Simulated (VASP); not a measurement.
# Ir (Pm-3m) in VASP: notebook

Runs on Ir. Level: PBE. Tasks: relaxation of cell and atoms, single point.

Everything below comes from runs of VASP 6.6.1. Logs are shortened: lines on timing, memory, paths and dates and some standing lists are left out, and cuts for length are marked.

## Step 1: The cell of the first run

It takes space group Pm-3m (No. 221, cubic). Conventional cell: a = 2.482 Å, b = 2.482 Å, c = 2.482 Å, α = 90.00°, β = 90.00°, γ = 90.00°. Within 3.3 Å of Ir (site symmetry m-3m) lie 6 Ir at 2.48 Å.

## Step 2: Relaxation of cell and atoms, PBE

File INCAR:

```
SYSTEM = Ir
  ALGO = Normal
  EDIFF = 1E-6
  EDIFFG = -0.01
  ENCUT = 600
  GGA = PE
  IBRION = 2
  ISIF = 3
  ISMEAR = -1
  LASPH = .TRUE.
  LCHARG = .FALSE.
  LREAL = .FALSE.
  LWAVE = .FALSE.
  NELM = 60
  NSW = 80
  PREC = Accurate
  SIGMA = 0.1
```

File KPOINTS:

```
k-points
0
G
  13 13 13
  0 0 0
```

File POSCAR:

```
Ir
1.0
    2.4815209647      0.0000000000      0.0000000000
    0.0000000000      2.4815209647      0.0000000000
    0.0000000000      0.0000000000      2.4815209647
Ir
1
Direct
    0.0000000000      0.0000000000      0.0000000000
```

Potentials or basis: VASP PAW PBE potentials, release 64 (Ir).

Launch:

```bash
$ cat potpaw_PBE.64/Ir/POTCAR > POTCAR
$ mpirun -np 1 vasp_std > vasp.out
```

OUTCAR:

```text
SYSTEM = Ir
   EDIFF = 1E-6
   EDIFFG = -0.01
   ENCUT = 600
   GGA = PE
   IBRION = 2
   ISIF = 3
   ISMEAR = -1
   LASPH = .TRUE.
   LREAL = .FALSE.
   NELM = 60
   NSW = 80
   PREC = Accurate

 ion  position               nearest neighbor table
   1  0.000  0.000  0.000-

  LATTYP: Found a simple cubic cell.
 ALAT       =     2.4815209647

  Lattice vectors:

 A1 = (   2.4815209647,   0.0000000000,   0.0000000000)
 A2 = (   0.0000000000,   2.4815209647,   0.0000000000)
 A3 = (   0.0000000000,   0.0000000000,   2.4815209647)

Analysis of symmetry for initial positions (statically):
=====================================================================
 Subroutine PRICEL returns:
 Original cell was already a primitive cell.

 Routine SETGRP: Setting up the symmetry group for a
 simple cubic supercell.

 Subroutine GETGRP returns: Found 48 space group operations
 (whereof 48 operations were pure point group operations)
 out of a pool of 48 trial point group operations.

The static configuration has the point symmetry O_h .

Analysis of symmetry for dynamics (positions and initial velocities):
=====================================================================
 Subroutine PRICEL returns:
 Original cell was already a primitive cell.

 Routine SETGRP: Setting up the symmetry group for a
 simple cubic supercell.

 Subroutine GETGRP returns: Found 48 space group operations
 (whereof 48 operations were pure point group operations)
 out of a pool of 48 trial point group operations.

The dynamic configuration has the point symmetry O_h .

 Subroutine INISYM returns: Found 48 space group operations
 (whereof 48 operations are pure point group operations),
 and found     1 'primitive' translations

----------------------------------------------------------------------------------------

                                     Primitive cell

  volume of cell :      15.2811

  direct lattice vectors                    reciprocal lattice vectors
     2.481520965  0.000000000  0.000000000     0.402978663  0.000000000  0.000000000
     0.000000000  2.481520965  0.000000000     0.000000000  0.402978663  0.000000000
     0.000000000  0.000000000  2.481520965     0.000000000  0.000000000  0.402978663

  length of vectors
     2.481520965  2.481520965  2.481520965     0.402978663  0.402978663  0.402978663

  position of ions in fractional coordinates (direct lattice)
     0.000000000  0.000000000  0.000000000

  ion indices of the primitive-cell ions
   primitive index   ion index
                 1           1

----------------------------------------------------------------------------------------

 KPOINTS: k-points

Automatic generation of k-mesh.
 Grid dimensions read from file:
 generate k-points for:   13   13   13

 Generating k-lattice:

  Cartesian coordinates                     Fractional coordinates (reciprocal lattice)
     0.030998359  0.000000000  0.000000000     0.076923077  0.000000000  0.000000000
     0.000000000  0.030998359  0.000000000     0.000000000  0.076923077  0.000000000
     0.000000000  0.000000000  0.030998359     0.000000000  0.000000000  0.076923077

  Length of vectors
     0.030998359  0.030998359  0.030998359

  Shift w.r.t. Gamma in fractional coordinates (k-lattice)
     0.000000000  0.000000000  0.000000000

 Subroutine IBZKPT returns following result:
 ===========================================

 Found     84 irreducible k-points:

 Following reciprocal coordinates:
            Coordinates               Weight
  0.000000  0.000000  0.000000      1.000000
  0.076923  0.000000  0.000000      6.000000
  0.153846  0.000000  0.000000      6.000000
  0.230769  0.000000  0.000000      6.000000
  0.307692  0.000000  0.000000      6.000000
  0.384615  0.000000  0.000000      6.000000
[... 16 lines left out ...]
  0.307692  0.307692  0.000000     12.000000
  0.384615  0.307692  0.000000     24.000000
 [... further k-points ...]
   k-points           NKPTS =     84   k-points in BZ     NKDIM =     84   number of bands    NBANDS=      8
   number of dos      NEDOS =    301   number of ions     NIONS =      1
   total plane-waves  NPLWV =   8000
   dimension x,y,z NGX =    20 NGY =   20 NGZ =   20
   dimension x,y,z NGXF=    40 NGYF=   40 NGZF=   40
   ions per type =               1
   NGX,Y,Z   is equivalent  to a cutoff of  13.40, 13.40, 13.40 a.u.
   NGXF,Y,Z  is equivalent  to a cutoff of  26.80, 26.80, 26.80 a.u.
 SYSTEM =  Ir
   PREC   = accura    normal or accurate (medium, high low for compatibility)
   ISTART =      0    job   : 0-new  1-cont  2-samecut
   ICHARG =      2    charge: 1-file 2-atom 10-const
   ISPIN  =      1    spin polarized calculation?
   LNONCOLLINEAR =      F non collinear calculations
   LSORBIT =      F    spin-orbit coupling
   LASPH  =      T    aspherical Exc in radial PAW
   ENCUT  =  600.0 eV  44.10 Ry    6.64 a.u.   4.96  4.96  4.96*2*pi/ulx,y,z
   NELM   =     60;   NELMIN=  2; NELMDL= -5     # of ELM steps
   EDIFF  = 0.1E-05   stopping-criterion for ELM
   LREAL  =      F    real-space projection
   EDIFFG = -.1E-01   stopping-criterion for IOM
   NSW    =     80    number of steps for IOM
   IBRION =      2    ionic relax: 0-MD 1-quasi-New 2-CG
   NFREE  =      1    steps in history (QN), initial steepest desc. (CG)
   ISIF   =      3    stress and relaxation
   ISYM   =      2    0-nonsym 1-usesym 2-fastsym
   POTIM  = 0.5000    time-step for ionic-motion
   TEBEG  =    0.0;   TEEND  =   0.0 temperature during run
   PSTRESS=    0.0 pullay stress
   NELECT =       9.0000    total number of electrons
   NUPDOWN=      -1.0000    fix difference up-down
   EMIN   =  10.00;   EMAX   =-10.00  energy-range for DOS
   EFERMI =   0.00;   METHOD = LEGACY
   ISMEAR =    -1;   SIGMA  =   0.10  broadening in eV -4-tet -1-fermi 0-gaus
   EFERMI_NEDOS =   21; number of points for ismear=-14 and -15
   IALGO  =     38    algorithm
   IMIX   =      4    mixing-type and parameters
     AMIX     =   0.40;   BMIX     =  1.00
     AMIX_MAG =   1.60;   BMIX_MAG =  1.00
  volume/ion in A,a.u.               =      15.28       103.12
  Fermi-wavevector in a.u.,A,eV,Ry     =   1.372264  2.593203 25.621252  1.883109
  Thomas-Fermi vector in A             =   2.497887
   LORBIT       =      0    0 simple, 1 ext, 2 COOP (PROOUT), +10 PAW based schemes
   GGA     = PE    functional components
   LHFCALC =     F    Hartree Fock is set to
   AEXX    =    0.0000 exact exchange contribution
   IVDW    =     0    specifies the selected vdW correction
   LEPSILON=     F    determine dielectric tensor
   LRPA    =     F    only Hartree local field effects (RPA)
 conjugate gradient relaxation of ions
 non-spin polarized calculation
  energy-cutoff  :      600.00
  volume of cell :       15.28
 maximum number of plane-waves:       521
 NGX is ok and might be reduce to    20
   NGX =  9   NGY =  9   NGZ =  9

--------------------------------------- Ionic step        1  -------------------------------------------

 number of electron       9.0000000 magnetization

 Free energy of the ion-electron system (eV)
  ---------------------------------------------------
  ext. energy  EPLUGINS =         0.00000000
  ---------------------------------------------------
  free energy    TOTEN  =        -7.71343908 eV

  energy without entropy =       -7.66593058  energy(sigma->0) =       -7.68968483

------------------------ aborting loop because EDIFF is reached ----------------------------------------

  FORCE on cell =-STRESS in cart. coord.  units (eV):
  Direction    XX          YY          ZZ          XY          YZ          ZX
  --------------------------------------------------------------------------------------
  -------------------------------------------------------------------------------------
  Total        3.3180958      3.3180958      3.3180958     -0.0000000      0.0000000     -0.0000000
  in kB      347.8929727    347.8929727    347.8929727     -0.0000000      0.0000000     -0.0000000
  external PRESSURE =     347.8929727 kB  Pullay stress =       0.0000000 kB
[... 20 lines left out ...]
  energy  without entropy=       -7.6659305825  energy(sigma->0) =       -7.68968483

--------------------------------------- Ionic step        2  -------------------------------------------

 number of electron       8.9999998 magnetization

 E-fermi :   3.3549     XC(G=0): -10.8917

 val. band max:        3.3534820566   @ k =   0.3077   0.2308   0.0769
 cond. band min:       3.3618791472   @ k =   0.3846   0.0769   0.0769
 fundamental gap:      0.0083970906
 Fermi energy:         3.3549343388

 k-point     1 :       0.0000    0.0000    0.0000
  band No.  band energies     occupation
      1      -3.0646      2.00000
      2      -0.2453      2.00000
      3      -0.2453      2.00000
      4       4.0289      0.00236
      5       4.0289      0.00236
      6       4.0289      0.00236
      7      16.7765      0.00000
      8      16.7765      0.00000
[... 355 lines left out ...]
  energy  without entropy=       -7.8297832824  energy(sigma->0) =       -7.85728673

--------------------------------------- Ionic step        5  -------------------------------------------

 number of electron       8.9999999 magnetization

 Free energy of the ion-electron system (eV)
  ---------------------------------------------------
  ext. energy  EPLUGINS =         0.00000000
  ---------------------------------------------------
  free energy    TOTEN  =        -7.88488756 eV

  energy without entropy =       -7.83006932  energy(sigma->0) =       -7.85747844

 E-fermi :   7.3600     XC(G=0): -12.7324

 val. band max:        7.3288038622   @ k =   0.2308   0.0769   0.0000
 cond. band min:       7.3637450176   @ k =   0.2308   0.2308   0.0000
 fundamental gap:      0.0349411554
 Fermi energy:         7.3599513304

 k-point     1 :       0.0000    0.0000    0.0000
  band No.  band energies     occupation
      1      -1.6714      2.00000
      2       1.4931      2.00000
      3       1.4931      2.00000
      4       8.6624      0.00000
      5       8.6624      0.00000
      6       8.6624      0.00000
      7      22.9537      0.00000
      8      22.9537      0.00000
[... 281 lines left out ...]
  FREE ENERGIE OF THE ION-ELECTRON SYSTEM (eV)
  ---------------------------------------------------
  free  energy   TOTEN  =        -7.8848875612 eV

  energy  without entropy=       -7.8300693200  energy(sigma->0) =       -7.85747844

 reached required accuracy - stopping structural energy minimisation
```

Wall time 70 s (1 thread of AMD EPYC 7R13, shared host); peak memory 0.11 GiB.

What came out:

```yaml
Free_energy: -7.8849 eV
Relaxed_volume: 17.03 Å³/atom
Relaxed_cell: a = 2.573 Å, b = 2.573 Å, c = 2.573 Å, α = 90.00°, β = 90.00°, γ = 90.00°
Space_group_after_relaxing_to_0.05_Å: Pm-3m (No. 221)
Energy_gained_by_relaxing: 171.4 meV/atom
Ionic_steps: 5
Pressure_after_relaxing: 0.0 GPa
```

Step by step:
| step | energy change (eV) | largest force (eV/Å) | pressure (GPa) | volume (Å³) |
| --- | --- | --- | --- | --- |
| 1 | 0.0000 | 0.0000 | 34.79 | 15.28 |
| 2 | 0.8693 | 0.0000 | -34.13 | 23.86 |
| 3 | -0.1681 | 0.0000 | -3.78 | 17.31 |
| 4 | -0.1714 | 0.0000 | -0.68 | 17.08 |
| 5 | -0.1714 | 0.0000 | 0.04 | 17.03 |

Final structure:
```
CELL_PARAMETERS angstrom
2.57302 0.00000 0.00000
0.00000 2.57302 0.00000
0.00000 0.00000 2.57302
ATOMIC_POSITIONS crystal
Ir 0.00000 0.00000 0.00000
```

Levels at points of the mesh, in eV from the Fermi level:
```
           k point  band 1  band 2  band 3  band 4  band 5  band 6  band 7  band 8
(0.00, 0.00, 0.00)   -9.03   -5.87   -5.87    1.30    1.30    1.30   15.59   15.59
```

Caveat: spin-orbit coupling is left out, which moves the levels of the heavy elements.

(Continued in part 2 of 2.)
